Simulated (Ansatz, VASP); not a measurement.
Two plane-wave programs on SnO2

The input POSCAR:

```
SnO2
1.0
    1.6392477882      0.9464201518      4.6717078071
   -1.6392477882      0.9464201518      4.6717078071
    0.0000000000     -1.8928403036      4.6717078071
Sn O
1 2
Direct
    0.5000000000      0.5000000000      0.5000000000
    0.2371700000      0.2371700000      0.2371700000
    0.7628300000      0.7628300000      0.7628300000
```

Contents of INCAR.step1:

```
ALGO = Normal ; EDIFF = 1E-4
ENCUT = 520 ; GGA = PE
ISMEAR = 0 ; LASPH = True
LCHARG = False ; LREAL = False
LWAVE = True ; NBANDS = 20
NELM = 60 ; PREC = Accurate
SIGMA = 0.05
```

File INCAR.step2:

```
ALGO = Normal ; EDIFF = 1E-6
ENCUT = 520 ; ISIF = 2
ISMEAR = 0 ; ISTART = 1
LASPH = True ; LCHARG = True
LELF = True ; LMIXTAU = True
LREAL = False ; LVHAR = True
LWAVE = False ; METAGGA = R2SCAN
NBANDS = 20 ; NELM = 60
PREC = Accurate ; SIGMA = 0.05
```

KPOINTS

```
k-points
0
Gamma
  12 12 12
```

Input for Ansatz:

```yaml
crystal:
  lattice:
    - [1.6392477882, 0.9464201518, 4.6717078071]
    - [-1.6392477882, 0.9464201518, 4.6717078071]
    - [0.0, -1.8928403036, 4.6717078071]
  atoms:
    - { symbol: Sn, position: [0.5, 0.5, 0.5] }
    - { symbol: O, position: [0.23717, 0.23717, 0.23717] }
    - { symbol: O, position: [0.76283, 0.76283, 0.76283] }
basis:
  ecutwfc: 500
kpoints:
  mp_grid: { grid: [12, 12, 12] }
hamiltonian:
  xc: r2scan
scf:
  occupations: { method: gaussian, width: 0.05 }
output:
  forces: true
  stress: true
  eigenvalues: true
  write_density: true
  write_potential: true
  elf: true
  volumetric_format: npy
```

Alike in both runs: task single point; functional r2SCAN; k mesh 12 × 12 × 12; occupations gaussian, width 0.05 eV; no spin polarisation.

|  | VASP | Ansatz |
| --- | --- | --- |
| version | VASP 6.6.1 | Ansatz 0.2.0 |
| potentials or method | VASP PAW PBE potentials, release 64 (Sn_d, O), cutoff 520 eV | scalar-relativistic, plane waves, PAW |
| valence electrons in the cell | 26 | 26 |

```tsv
	VASP	Ansatz	Ansatz less VASP
gap on the k mesh at the Fermi level (eV)	2.13	2.14	+0.007
least direct gap on the mesh (eV)	2.21	2.22	+0.004
pressure (GPa)	-8.7	-9.5	-0.86
traceless stress, the component that is largest in VASP (GPa)	3.66	4.23	+0.568
rms of the force components (eV/Å)	0.203	0.238	+0.0346
```

VASP's potentials were made for PBE, not for r2SCAN. Atom by atom the forces differ by 0.035 eV/Å (rms over components). The functional is the same, so the differences come from potentials, cutoffs and numerics.
